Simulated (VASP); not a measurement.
Input of a VASP 6.6.1 run:

File INCAR:

```
SYSTEM = Y2Zr
PREC = Accurate
ENCUT = 600
EDIFF = 1E-7
ISMEAR = 0
SIGMA = 0.1
LREAL = .FALSE.
LASPH = .TRUE.
NELM = 60
ALGO = Normal
ISIF = 3
LWAVE = .FALSE.
LCHARG = .FALSE.
GGA = PE
IBRION = 2
NSW = 90
EDIFFG = -0.04
```

The input KPOINTS:

```
Automatic mesh
0
G
  4 4 4
  0 0 0
```

File POSCAR:

```
Y2Zr
1.0
    0.0000000000      3.2428645903      3.2428645903
    3.2428645903      0.0000000000      3.2428645903
    3.2428645903      3.2428645903      0.0000000000
Y Zr
2 1
Direct
    0.2500000000      0.2500000000      0.2500000000
    0.7500000000      0.7500000000      0.7500000000
    0.0000000000      0.0000000000      0.0000000000
```

Potentials or basis: VASP PAW PBE potentials, release 64 (Y_sv, Zr_sv).

Launch:

```sh
$ cat potpaw_PBE.64/Y_sv/POTCAR potpaw_PBE.64/Zr_sv/POTCAR > POTCAR
$ mpirun -np 1 vasp_std > vasp.out
```

Predict the relaxed volume.

34.02 Å³/atom.

Predict the band gap on the k mesh.

zero (bands 17 and 18 overlap by 0.28 eV).

Predict the space group after relaxing (to 0.1 Å).

Fm-3m (No. 225).

Final structure:
```xyz
3
Lattice="0.0000 3.7093 3.7093 3.7093 0.0000 3.7093 3.7093 3.7093 0.0000" Properties=species:S:1:pos:R:3 pbc="T T T"
Y     1.8546    1.8546    1.8546
Y     5.5639    5.5639    5.5639
Zr    0.0000    0.0000    0.0000
```

Caveat: the k points lie up to 0.37 Å⁻¹ apart in the final cell; the volume moved by over 15 % at a fixed basis, so the end points are rough.
